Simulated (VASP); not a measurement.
# InP in VASP: single point with PBEsol

Aim: the single point of InP with PBEsol.

All numbers are computed with VASP 6.6.1; they aren't measurements. Logs are shortened: lines on timing, memory, paths and dates and some standing lists are left out, and cuts for length are marked.

### Step 1. The cell of the first run

The cell holds a wire or tube with vacuum around it, 12 atoms: a = 14.500 Å, b = 14.800 Å, c = 5.459 Å, α = 90.00°, β = 90.00°, γ = 90.00°.

### Step 2. Single point, PBEsol

Input file INCAR:

```
SYSTEM = InP
ALGO = Normal
EDIFF = 1E-6
ENCUT = 520
GGA = PS
ISIF = 2
ISMEAR = 0
LASPH = .True.
LCHARG = .False.
LREAL = .False.
LWAVE = .False.
NBANDS = 66
NELM = 60
PREC = Accurate
SIGMA = 0.05
```

Input file KPOINTS:

```
k-points
0
Gamma
  1 1 10
  0 0 0
```

Input file POSCAR:

```
InP
1.0
   14.5000000000      0.0000000000      0.0000000000
    0.0000000000     14.8000000000      0.0000000000
    0.0000000000      0.0000000000      5.4591339208
In P
6 6
Direct
    0.5000000000      0.5000000000      0.0000000000
    0.5000000000      0.3155698000      0.5000000000
    0.5000000000      0.6844302000      0.5000000000
    0.3117540027      0.5000000000      0.5000000000
    0.6882459973      0.5000000000      0.5000000000
    0.3117540027      0.3155698000      0.0000000000
    0.3117540027      0.5000000000      0.0000000000
    0.6882459973      0.5000000000      0.0000000000
    0.3117540027      0.3155698000      0.5000000000
    0.5000000000      0.5000000000      0.5000000000
    0.5000000000      0.3155698000      0.0000000000
    0.5000000000      0.6844302000      0.0000000000
```

Potentials or basis: VASP PAW PBE potentials, release 64 (In_d, P).

Started as:

```
$ cat potpaw_PBE.64/In_d/POTCAR potpaw_PBE.64/P/POTCAR > POTCAR
$ mpirun -np 1 vasp_std > vasp.out
```

OUTCAR:

```text
SYSTEM = InP
   EDIFF = 1E-6
   ENCUT = 520
   GGA = PS
   ISIF = 2
   ISMEAR = 0
   LASPH = .True.
   LREAL = .False.
   NELM = 60
   PREC = Accurate

 ion  position               nearest neighbor table
   1  0.500  0.500  0.000-  11 2.73  12 2.73  10 2.73  10 2.73   7 2.73   8 2.73   2 3.86   2 3.86
                             3 3.86   3 3.86   6 3.86   5 3.86   4 3.86   5 3.86   4 3.86
   2  0.500  0.316  0.500-  10 2.73  11 2.73  11 2.73   9 2.73   1 3.86   1 3.86   5 3.86   4 3.86
                             6 3.86   6 3.86
   3  0.500  0.684  0.500-  10 2.73  12 2.73  12 2.73   1 3.86   1 3.86   4 3.86   5 3.86
   4  0.312  0.500  0.500-   9 2.73   7 2.73   7 2.73  10 2.73   6 3.86   6 3.86   2 3.86   3 3.86
                             1 3.86   1 3.86
   5  0.688  0.500  0.500-   8 2.73   8 2.73  10 2.73   3 3.86   2 3.86   1 3.86   1 3.86
   6  0.312  0.316  0.000-   7 2.73   9 2.73   9 2.73  11 2.73   4 3.86   4 3.86   1 3.86   2 3.86
                             2 3.86
   7  0.312  0.500  0.000-   6 2.73   4 2.73   4 2.73   1 2.73
   8  0.688  0.500  0.000-   5 2.73   5 2.73   1 2.73
   9  0.312  0.316  0.500-   4 2.73   6 2.73   6 2.73   2 2.73
  10  0.500  0.500  0.500-   2 2.73   3 2.73   1 2.73   1 2.73   5 2.73   4 2.73
  11  0.500  0.316  0.000-   1 2.73   2 2.73   2 2.73   6 2.73
  12  0.500  0.684  0.000-   1 2.73   3 2.73   3 2.73

  LATTYP: Found a simple orthorhombic cell.
 ALAT       =     5.4591339208
 B/A-ratio  =     2.6560989729
 C/A-ratio  =     2.7110527448

  Lattice vectors:

 A1 = (   0.0000000000,   0.0000000000,   5.4591339208)
 A2 = (  14.5000000000,   0.0000000000,   0.0000000000)
 A3 = (   0.0000000000,  14.8000000000,   0.0000000000)

Analysis of symmetry for initial positions (statically):
=====================================================================
 Subroutine PRICEL returns:
 Original cell was already a primitive cell.

 Routine SETGRP: Setting up the symmetry group for a
 simple orthorhombic supercell.

 Subroutine GETGRP returns: Found  2 space group operations
 (whereof  2 operations were pure point group operations)
 out of a pool of  8 trial point group operations.

The static configuration has the point symmetry C_1h.

Analysis of symmetry for dynamics (positions and initial velocities):
=====================================================================
 Subroutine PRICEL returns:
 Original cell was already a primitive cell.

 Routine SETGRP: Setting up the symmetry group for a
 simple orthorhombic supercell.

[... 118 lines left out ...]
   EMIN   =  10.00;   EMAX   =-10.00  energy-range for DOS
   EFERMI =   0.00;   METHOD = LEGACY
   ISMEAR =     0;   SIGMA  =   0.05  broadening in eV -4-tet -1-fermi 0-gaus
   EFERMI_NEDOS =   21; number of points for ismear=-14 and -15
   IALGO  =     38    algorithm
   IMIX   =      4    mixing-type and parameters
     AMIX     =   0.40;   BMIX     =  1.00
     AMIX_MAG =   1.60;   BMIX_MAG =  1.00
  volume/ion in A,a.u.               =      97.63       658.82
  Fermi-wavevector in a.u.,A,eV,Ry     =   0.739546  1.397538  7.441402  0.546928
  Thomas-Fermi vector in A             =   1.833734
   LORBIT       =      0    0 simple, 1 ext, 2 COOP (PROOUT), +10 PAW based schemes
   GGA     = PS    functional components
   LHFCALC =     F    Hartree Fock is set to
   AEXX    =    0.0000 exact exchange contribution
   IVDW    =     0    specifies the selected vdW correction
   LEPSILON=     F    determine dielectric tensor
   LRPA    =     F    only Hartree local field effects (RPA)
 non-spin polarized calculation
 Gauss-broadening in eV      SIGMA  =   0.05
  energy-cutoff  :      520.00
  volume of cell :     1171.53
 maximum number of plane-waves:     31624
 NGX is ok and might be reduce to   108
   NGX = 53   NGY = 55   NGZ = 21

 number of electron     108.0000008 magnetization

 Free energy of the ion-electron system (eV)
  ---------------------------------------------------
  ext. energy  EPLUGINS =         0.00000000
  ---------------------------------------------------
  free energy    TOTEN  =       -45.24302924 eV

  energy without entropy =      -45.22502891  energy(sigma->0) =      -45.23402908

 E-fermi :  -2.1125     XC(G=0):  -3.3673

 val. band max:       -2.1172185804   @ k =   0.0000   0.0000   0.2000
 cond. band min:      -2.0809863988   @ k =   0.0000   0.0000   0.3000
 fundamental gap:      0.0362321816
 Fermi energy:        -2.1124787045

 k-point     1 :       0.0000    0.0000    0.0000
  band No.  band energies     occupation
      1     -16.6176      2.00000
      2     -16.5604      2.00000
      3     -16.5525      2.00000
      4     -16.5237      2.00000
      5     -16.5102      2.00000
      6     -16.4840      2.00000
[... 403 lines left out ...]
     65       1.3609      0.00000
     66       1.7234      0.00000

------------------------ aborting loop because EDIFF is reached ----------------------------------------

  FORCE on cell =-STRESS in cart. coord.  units (eV):
  Direction    XX          YY          ZZ          XY          YZ          ZX
  --------------------------------------------------------------------------------------
  -------------------------------------------------------------------------------------
  Total       -4.9643211     -4.9621330    -18.6999247      0.5786863      0.0000000      0.0000000
  in kB       -6.7891747     -6.7861822    -25.5739006      0.7914078      0.0000000      0.0000000
  external PRESSURE =     -13.0497525 kB  Pullay stress =       0.0000000 kB

 VOLUME and BASIS-vectors are now :
 -----------------------------------------------------------------------------
  energy-cutoff  :      520.00
  volume of cell :     1171.53
      direct lattice vectors                 reciprocal lattice vectors
    14.500000000  0.000000000  0.000000000     0.068965517  0.000000000  0.000000000
     0.000000000 14.800000000  0.000000000     0.000000000  0.067567568  0.000000000
     0.000000000  0.000000000  5.459133921     0.000000000  0.000000000  0.183179240

 POSITION                                       TOTAL-FORCE (eV/Angst)
 -----------------------------------------------------------------------------------
      7.25000      7.40000      0.00000         0.097366      0.097241      0.000000
      7.25000      4.67043      2.72957        -0.689540      0.311597      0.000000
      7.25000     10.12957      2.72957         0.051406     -0.157485      0.000000
      4.52043      7.40000      2.72957         0.309868     -0.689549      0.000000
      9.97957      7.40000      2.72957        -0.155822      0.051302      0.000000
      4.52043      4.67043      0.00000         0.699874      0.700981      0.000000
      4.52043      7.40000      0.00000        -0.029622     -0.248745      0.000000
      9.97957      7.40000      0.00000        -0.477949      0.084781      0.000000
      4.52043      4.67043      2.72957         0.163381      0.163175      0.000000
      7.25000      7.40000      2.72957         0.194864      0.194593      0.000000
      7.25000      4.67043      0.00000        -0.248706     -0.029482      0.000000
      7.25000     10.12957      0.00000         0.084881     -0.478408      0.000000
 -----------------------------------------------------------------------------------
    total drift:                                0.000222      0.001059     -0.000000

  FREE ENERGIE OF THE ION-ELECTRON SYSTEM (eV)
  ---------------------------------------------------
  free  energy   TOTEN  =       -45.2430292428 eV

  energy  without entropy=      -45.2250289093  energy(sigma->0) =      -45.23402908
```

OSZICAR:

```text
N       E                     dE             d eps       ncg     rms          rms(c)
DAV:   1     0.857186050570E+03    0.85719E+03   -0.41934E+04   984   0.129E+03
DAV:   2     0.484732090300E+02   -0.80871E+03   -0.79174E+03   926   0.318E+02
DAV:   3    -0.443032500494E+02   -0.92776E+02   -0.91566E+02  1008   0.148E+02
DAV:   4    -0.483130328001E+02   -0.40098E+01   -0.39811E+01   984   0.325E+01
[... 17 lines left out ...]
DAV:  22    -0.452429928163E+02   -0.86454E-04   -0.27439E-06   584   0.756E-03    0.285E-03
DAV:  23    -0.452430140490E+02   -0.21233E-04   -0.70468E-07   582   0.449E-03    0.207E-03
DAV:  24    -0.452430249164E+02   -0.10867E-04   -0.59948E-07   602   0.281E-03    0.623E-04
DAV:  25    -0.452430285820E+02   -0.36656E-05   -0.38720E-07   530   0.206E-03    0.448E-04
DAV:  26    -0.452430292428E+02   -0.66080E-06   -0.68209E-08   526   0.134E-03
   1 F= -.45243029E+02 E0= -.45234029E+02  d E =-.180003E-01
```

Run time: 12 min. Hardware: 1 thread of AMD EPYC 7R13 (Zen 3), shared host; peak memory 1.1 GiB.

Results:

```yaml
Free_energy: -45.2430 eV
Largest_force: 0.991 eV/Å
Band_gap_on_the_k_mesh: zero (bands 54 and 55 overlap by 0.53 eV)
```

Forces in eV/Å, atoms in the order of the input:
```
In   0.097  0.097  0.000
In  -0.690  0.312  0.000
In   0.051 -0.157  0.000
In   0.310 -0.690  0.000
In  -0.156  0.051  0.000
In   0.700  0.701  0.000
P   -0.030 -0.249  0.000
P   -0.478  0.085  0.000
P    0.163  0.163  0.000
P    0.195  0.195  0.000
P   -0.249 -0.029  0.000
P    0.085 -0.478  0.000
```

Levels at points of the mesh, in eV from the Fermi level:
```tsv
k point	band 52	band 53	band 54	band 55	band 56	band 57
(0.00, 0.00, 0.00)	-1.21	-0.86	-0.47	-0.35	-0.08	0.32
(0.00, 0.00, 0.50)	0.03	0.05	0.18	0.92	1.49	1.86
```

Caveat: the PAW data sets were made with another functional, which shifts forces and pressure a little; spin-orbit coupling is left out, which moves the levels of the heavy elements.
